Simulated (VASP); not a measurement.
# SeO (Cmcm) in VASP: single point with PBE

Aim: the single point of SeO with PBE.

Program: VASP 6.6.1. These are calculated values, not measurements. Logs are shortened: lines on timing, memory, paths and dates and some standing lists are left out, and cuts for length are marked.

## Step 1: The cell of the first run

Symmetry: Cmcm, No. 63, orthorhombic system. The conventional cell has a = 4.995 Å, b = 12.625 Å, c = 2.897 Å, α = 90.00°, β = 90.00°, γ = 90.00°. Se (site symmetry m2m) has 1 O at 1.67 Å within 2.2 Å. O (site symmetry m2m) has 1 Se at 1.67 Å within 2.2 Å.

## Step 2: Single point, PBE

INCAR reads:

```
ALGO = Normal
EDIFF = 1E-6
ENCUT = 520
GGA = PE
ISIF = 2
ISMEAR = 0
LASPH = True
LCHARG = True
LELF = True
LREAL = False
LVHAR = True
LWAVE = False
NBANDS = 20
NELM = 100
PREC = Accurate
SIGMA = 0.1
```

KPOINTS reads:

```
k-points
0
Gamma
  10 10 16
```

POSCAR reads:

```
SeO
1.0
    2.4974276017     -6.3127254208      0.0000000000
    2.4974276017      6.3127254208      0.0000000000
    0.0000000000      0.0000000000      2.8965212881
Se O
2 2
Direct
    0.6650608409      0.3349391591      0.7500000000
    0.3349391591      0.6650608409      0.2500000000
    0.7973456734      0.2026543266      0.7500000000
    0.2026543266      0.7973456734      0.2500000000
```

Potentials or basis: VASP PAW PBE potentials, release 64 (Se, O).

On the command line:

```
> cat potpaw_PBE.64/Se/POTCAR potpaw_PBE.64/O/POTCAR > POTCAR
> mpirun -np 1 vasp_std > vasp.out
```

OUTCAR:

```text
EDIFF = 1E-6
   ENCUT = 520
   GGA = PE
   ISIF = 2
   ISMEAR = 0
   LASPH = True
   LREAL = False
   NELM = 100
   PREC = Accurate

 ion  position               nearest neighbor table
   1  0.665  0.335  0.750-   3 1.67
   2  0.335  0.665  0.250-   4 1.67
   3  0.797  0.203  0.750-   1 1.67
   4  0.203  0.797  0.250-   2 1.67

  LATTYP: Found a base centered orthorhombic cell.
 ALAT       =     4.9948552034
 B/A-ratio  =     2.5276910596
 C/A-ratio  =     0.5799009521

  Lattice vectors:

 A1 = (   2.4974276017,  -6.3127254208,   0.0000000000)
 A2 = (   2.4974276017,   6.3127254208,   0.0000000000)
 A3 = (   0.0000000000,   0.0000000000,   2.8965212881)

Analysis of symmetry for initial positions (statically):
=====================================================================
 Subroutine PRICEL returns:
 Original cell was already a primitive cell.

 Routine SETGRP: Setting up the symmetry group for a
 base centered orthorhombic supercell.

 Subroutine GETGRP returns: Found  8 space group operations
 (whereof  4 operations were pure point group operations)
 out of a pool of  8 trial point group operations.

The static configuration has the point symmetry C_2h.
 The point group associated with its full space group is D_2h.

Analysis of symmetry for dynamics (positions and initial velocities):
=====================================================================
 Subroutine PRICEL returns:
 Original cell was already a primitive cell.

 Routine SETGRP: Setting up the symmetry group for a
 base centered orthorhombic supercell.

 Subroutine GETGRP returns: Found  8 space group operations
 (whereof  4 operations were pure point group operations)
 out of a pool of  8 trial point group operations.

The dynamic configuration has the point symmetry C_2h.
 The point group associated with its full space group is D_2h.

 Subroutine INISYM returns: Found  8 space group operations
 (whereof  4 operations are pure point group operations),
 and found     1 'primitive' translations

----------------------------------------------------------------------------------------

                                     Primitive cell

  volume of cell :      91.3306

  direct lattice vectors                    reciprocal lattice vectors
     2.497427602 -6.312725421  0.000000000     0.200206004 -0.079205092  0.000000000
     2.497427602  6.312725421  0.000000000     0.200206004  0.079205092  0.000000000
     0.000000000  0.000000000  2.896521288     0.000000000  0.000000000  0.345241723

  length of vectors
     6.788788321  6.788788321  2.896521288     0.215304182  0.215304182  0.345241723

  position of ions in fractional coordinates (direct lattice)
     0.665060841  0.334939159  0.750000000
     0.334939159  0.665060841  0.250000000
     0.797345673  0.202654327  0.750000000
     0.202654327  0.797345673  0.250000000

  ion indices of the primitive-cell ions
   primitive index   ion index
                 1           1
                 2           2
                 3           3
                 4           4

----------------------------------------------------------------------------------------

 KPOINTS: k-points

Automatic generation of k-mesh.
 Grid dimensions read from file:
 generate k-points for:   10   10   16

 Generating k-lattice:

  Cartesian coordinates                     Fractional coordinates (reciprocal lattice)
     0.020020600 -0.007920509  0.000000000     0.100000000  0.000000000  0.000000000
     0.020020600  0.007920509  0.000000000     0.000000000  0.100000000  0.000000000
     0.000000000  0.000000000  0.021577608     0.000000000  0.000000000  0.062500000

  Length of vectors
     0.021530418  0.021530418  0.021577608

  Shift w.r.t. Gamma in fractional coordinates (k-lattice)
     0.000000000  0.000000000  0.000000000

 Subroutine IBZKPT returns following result:
 ===========================================

 Found    279 irreducible k-points:

 Following reciprocal coordinates:
            Coordinates               Weight
  0.000000  0.000000  0.000000      1.000000
  0.100000  0.000000  0.000000      4.000000
  0.200000  0.000000  0.000000      4.000000
  0.300000 -0.000000  0.000000      4.000000
  0.400000 -0.000000  0.000000      4.000000
  0.500000 -0.000000  0.000000      2.000000
[... 16 lines left out ...]
  0.300000  0.300000  0.000000      2.000000
  0.400000  0.300000  0.000000      4.000000
 [... further k-points ...]
   k-points           NKPTS =    279   k-points in BZ     NKDIM =    279   number of bands    NBANDS=     20
   number of dos      NEDOS =    301   number of ions     NIONS =      4
   total plane-waves  NPLWV =  60000
   dimension x,y,z NGX =    50 NGY =   50 NGZ =   24
   dimension x,y,z NGXF=   100 NGYF=  100 NGZF=   48
   ions per type =               2   2
   NGX,Y,Z   is equivalent  to a cutoff of  12.24, 12.24, 13.77 a.u.
   NGXF,Y,Z  is equivalent  to a cutoff of  24.49, 24.49, 27.55 a.u.
 SYSTEM =  unknown system
   PREC   = accura    normal or accurate (medium, high low for compatibility)
   ISTART =      0    job   : 0-new  1-cont  2-samecut
   ICHARG =      2    charge: 1-file 2-atom 10-const
   ISPIN  =      1    spin polarized calculation?
   LNONCOLLINEAR =      F non collinear calculations
   LSORBIT =      F    spin-orbit coupling
   LASPH  =      T    aspherical Exc in radial PAW
   ENCUT  =  520.0 eV  38.22 Ry    6.18 a.u.  12.62 12.62  5.39*2*pi/ulx,y,z
   NELM   =    100;   NELMIN=  2; NELMDL= -5     # of ELM steps
   EDIFF  = 0.1E-05   stopping-criterion for ELM
   LREAL  =      F    real-space projection
   EDIFFG = 0.1E-04   stopping-criterion for IOM
   NSW    =      0    number of steps for IOM
   IBRION =     -1    ionic relax: 0-MD 1-quasi-New 2-CG
   NFREE  =      0    steps in history (QN), initial steepest desc. (CG)
   ISIF   =      2    stress and relaxation
   ISYM   =      2    0-nonsym 1-usesym 2-fastsym
   POTIM  = 0.5000    time-step for ionic-motion
   TEBEG  =    0.0;   TEEND  =   0.0 temperature during run
   PSTRESS=    0.0 pullay stress
   NELECT =      24.0000    total number of electrons
   NUPDOWN=      -1.0000    fix difference up-down
   EMIN   =  10.00;   EMAX   =-10.00  energy-range for DOS
   EFERMI =   0.00;   METHOD = LEGACY
   ISMEAR =     0;   SIGMA  =   0.10  broadening in eV -4-tet -1-fermi 0-gaus
   EFERMI_NEDOS =   21; number of points for ismear=-14 and -15
   IALGO  =     38    algorithm
   IMIX   =      4    mixing-type and parameters
     AMIX     =   0.40;   BMIX     =  1.00
     AMIX_MAG =   1.60;   BMIX_MAG =  1.00
  volume/ion in A,a.u.               =      22.83       154.08
  Fermi-wavevector in a.u.,A,eV,Ry     =   1.048592  1.981551 14.960211  1.099544
  Thomas-Fermi vector in A             =   2.183520
   LORBIT       =      0    0 simple, 1 ext, 2 COOP (PROOUT), +10 PAW based schemes
   GGA     = PE    functional components
   LHFCALC =     F    Hartree Fock is set to
   AEXX    =    0.0000 exact exchange contribution
   IVDW    =     0    specifies the selected vdW correction
   LEPSILON=     F    determine dielectric tensor
   LRPA    =     F    only Hartree local field effects (RPA)
 non-spin polarized calculation
 Gauss-broadening in eV      SIGMA  =   0.10
  energy-cutoff  :      520.00
  volume of cell :       91.33
 maximum number of plane-waves:      2486
   NGX = 25   NGY = 25   NGZ = 11

 number of electron      23.9999998 magnetization

 Free energy of the ion-electron system (eV)
  ---------------------------------------------------
  ext. energy  EPLUGINS =         0.00000000
  ---------------------------------------------------
  free energy    TOTEN  =       -17.44985831 eV

  energy without entropy =      -17.44463558  energy(sigma->0) =      -17.44724694

 E-fermi :   1.2692     XC(G=0):  -7.8691

 val. band max:        1.2507393244   @ k =  -0.4000   0.1000   0.1875
 cond. band min:       1.2752163643   @ k =   0.3000  -0.0000   0.1875
 fundamental gap:      0.0244770399
 Fermi energy:         1.2692078762

 k-point     1 :       0.0000    0.0000    0.0000
  band No.  band energies     occupation
      1     -19.7655      2.00000
      2     -18.8508      2.00000
      3     -12.0077      2.00000
      4     -10.9829      2.00000
      5      -5.5349      2.00000
      6      -4.8950      2.00000
[... 12 lines left out ...]
     19      10.1748      0.00000
     20      10.9602      0.00000

 k-point     2 :       0.1000    0.0000    0.0000
  band No.  band energies     occupation
      1     -19.7453      2.00000
      2     -18.8757      2.00000
      3     -11.9894      2.00000
      4     -11.0149      2.00000
      5      -5.4561      2.00000
      6      -4.8827      2.00000
[... 12 lines left out ...]
     19       9.9174      0.00000
     20      11.2257      0.00000

 k-point     3 :       0.2000    0.0000    0.0000
  band No.  band energies     occupation
      1     -19.6862      2.00000
      2     -18.9474      2.00000
      3     -11.9344      2.00000
      4     -11.1054      2.00000
      5      -5.2328      2.00000
      6      -4.8433      2.00000
[... 12 lines left out ...]
     19      10.0915      0.00000
     20      11.1694      0.00000

 k-point     4 :       0.3000   -0.0000    0.0000
  band No.  band energies     occupation
      1     -19.5926      2.00000
      2     -19.0566      2.00000
      3     -11.8434      2.00000
      4     -11.2397      2.00000
      5      -4.9167      2.00000
      6      -4.7741      2.00000
[... 429 lines left out ...]
 k-point    23 :       0.3000    0.3000    0.0000
  band No.  band energies     occupation
      1     -19.4706      2.00000
      2     -19.1906      2.00000
      3     -11.7652      2.00000
      4     -11.3509      2.00000
      5      -4.7189      2.00000
      6      -4.5447      2.00000
[... 12 lines left out ...]
     19      11.1480      0.00000
     20      11.2201      0.00000

 k-point    24 :       0.4000    0.3000    0.0000
  band No.  band energies     occupation
      1     -19.5914      2.00000
      2     -19.0572      2.00000
      3     -11.8990      2.00000
      4     -11.1805      2.00000
      5      -4.9466      2.00000
      6      -4.6039      2.00000
[... 12 lines left out ...]
     19      10.6705      0.00000
     20      11.2584      0.00000

 [... further k-points ...]

------------------------ aborting loop because EDIFF is reached ----------------------------------------

  FORCE on cell =-STRESS in cart. coord.  units (eV):
  Direction    XX          YY          ZZ          XY          YZ          ZX
  --------------------------------------------------------------------------------------
  -------------------------------------------------------------------------------------
  Total       -0.0669653      0.9876259     -0.0212579      0.0000000     -0.0000000      0.0000000
  in kB       -1.1747452     17.3255306     -0.3729197      0.0000000     -0.0000000      0.0000000
  external PRESSURE =       5.2592886 kB  Pullay stress =       0.0000000 kB

 VOLUME and BASIS-vectors are now :
 -----------------------------------------------------------------------------
  energy-cutoff  :      520.00
  volume of cell :       91.33
      direct lattice vectors                 reciprocal lattice vectors
     2.497427602 -6.312725421  0.000000000     0.200206004 -0.079205092  0.000000000
     2.497427602  6.312725421  0.000000000     0.200206004  0.079205092  0.000000000
     0.000000000  0.000000000  2.896521288     0.000000000  0.000000000  0.345241723

 POSITION                                       TOTAL-FORCE (eV/Angst)
 -----------------------------------------------------------------------------------
      2.49743     -2.08397      2.17239         0.000000      0.298389     -0.000000
      2.49743      2.08397      0.72413         0.000000     -0.298389     -0.000000
      2.49743     -3.75412      2.17239         0.000000     -0.297383      0.000000
      2.49743      3.75412      0.72413         0.000000      0.297383     -0.000000
 -----------------------------------------------------------------------------------
    total drift:                               -0.000000     -0.000000     -0.000000

  FREE ENERGIE OF THE ION-ELECTRON SYSTEM (eV)
  ---------------------------------------------------
  free  energy   TOTEN  =       -17.4498583087 eV

  energy  without entropy=      -17.4446355773  energy(sigma->0) =      -17.44724694
```

Wall time 7.8 min (1 thread of Intel Xeon Platinum 8259CL at 2.50GHz (Skylake/Cascade Lake), shared host); peak memory 0.55 GiB.

Results:

```yaml
Free_energy: -17.4499 eV
Pressure: 0.5 GPa
Largest_force: 0.298 eV/Å
Band_gap_on_the_k_mesh: zero (bands 12 and 13 overlap by 2.11 eV)
```

Forces on the atoms (eV/Å):
```
Se   0.000  0.298  0.000
Se   0.000 -0.298  0.000
O    0.000 -0.297  0.000
O    0.000  0.297  0.000
```

Stress tensor (GPa, compression positive):
```
-0.12  0.00  0.00
 0.00  1.73  0.00
 0.00  0.00 -0.04
```
